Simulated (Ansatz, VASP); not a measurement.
# One calculation of Ru, two programs

```
Ru
1.0
     2.70580   -0.01353   -0.01353
    -1.36462    2.35006   -0.00495
    -0.02141   -0.02141    4.28190
Ru
2
Direct
  0.33333 0.66667 0.25000
  0.66667 0.33333 0.75000
```

Change from the starting cell: equal xy, yz and zx shear strains of -1 %, crystal datasets.

Alike in both runs: task electric field gradients; functional PBE; k mesh 14 × 14 × 8; occupations fermi-dirac, width 0.03 eV; no spin polarisation.

```csv
,VASP,Ansatz
version,VASP 6.6.1,Ansatz 0.2.0
potentials or method,"VASP PAW PBE potentials, release 64 (Ru_pv), cutoff 520 eV","all-electron PAW with datasets made for the crystal, scalar-relativistic"
```

Ansatz gave:

| Quantity | Value |
| --- | --- |
| pressure (GPa) | 4.6 |
| traceless stress, the component that is largest in VASP (GPa) | 2.02 |
| rms of the force components (eV/Å) | 0.028 |
| size of Vzz on the site where it differs most (V/Å²) | 11.0 |

Task: Estimate VASP's values.

Result: Pressure (GPa): 4.6; traceless stress, the component that is largest in VASP (GPa): 2.02; rms of the force components (eV/Å): 0.028; size of Vzz on the site where it differs most (V/Å²): 13.5.

Atom by atom the forces differ by 0.000 eV/Å (rms over components). Ansatz ran all-electron here, and VASP with PAW potentials.
